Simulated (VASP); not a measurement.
Write the native input for VASP 6.6.1 that does the following.

```
Task                   : single point
Functional             : PBE
Dispersion             : D3(BJ)
Potentials or basis    : VASP PAW PBE potentials, release 64 (Pt, S)
Cutoff                 : 520 eV
k mesh                 : 12 × 12 × 8
Occupations            : gaussian, width 0.03 eV
Spin                   : no spin polarisation
Dipole correction      : no
Further INCAR settings : ALGO = Normal; EDIFF = 1e-07; NBANDS = 18
```

The structure of PtS2 lies in POSCAR:

```
PtS2
1.0
    3.5832742325      0.0000000000      0.0000000000
   -1.7916371163      3.1032065141      0.0000000000
    0.0000000000      0.0000000000      4.6628322088
Pt S
1 2
Direct
    0.0059621812      0.0000000000      0.0000000000
    0.2671927076      0.6666666667      0.2587415406
    0.6965276243      0.3333333333      0.7412584594
```

This cell differs from its parent crystal: mode 4 frozen in at -0.172 Å and mode 6 at -0.065 Å (largest displacements).

One way to write it, as run:

INCAR

```
SYSTEM = PtS2
ALGO = Normal
EDIFF = 1E-7
ENCUT = 520
GGA = PE
ISIF = 2
ISMEAR = 0
IVDW = 12
LASPH = .TRUE.
LCHARG = .FALSE.
LREAL = .FALSE.
LWAVE = .FALSE.
NBANDS = 18
NELM = 60
PREC = Accurate
SIGMA = 0.03
```

KPOINTS

```
k-points
0
G
  12 12 8
  0 0 0
```

Potentials or basis: VASP PAW PBE potentials, release 64 (Pt, S).

Launch:

```console
$ cat potpaw_PBE.64/Pt/POTCAR potpaw_PBE.64/S/POTCAR > POTCAR
$ mpirun -np 1 vasp_std > vasp.out
```

It gave:

```json
{"Pressure": "3.2 GPa", "Largest force": "2.640 eV/Å", "Band gap on the k mesh": "zero (band 11 reaches 7.96 eV, above the bottom of band 12 at 7.83 eV)", "Dispersion energy per atom": "-0.451 eV"}
```

Caveat: the cell differs from its parent crystal (mode 4 frozen in at -0.172 Å and mode 6 at -0.065 Å (largest displacements)); spin-orbit coupling is left out, which moves the levels of the heavy elements; pairwise dispersion overbinds metals, which lowers pressure and volume; forces of over 1 eV/Å act on the atoms, so gaps and moduli don't describe the material at rest.

Run time: 8.6 min on 1 thread of Intel(R) Xeon(R) Platinum 8488C (Sapphire Rapids), on a shared host, peak memory 0.58 GiB.
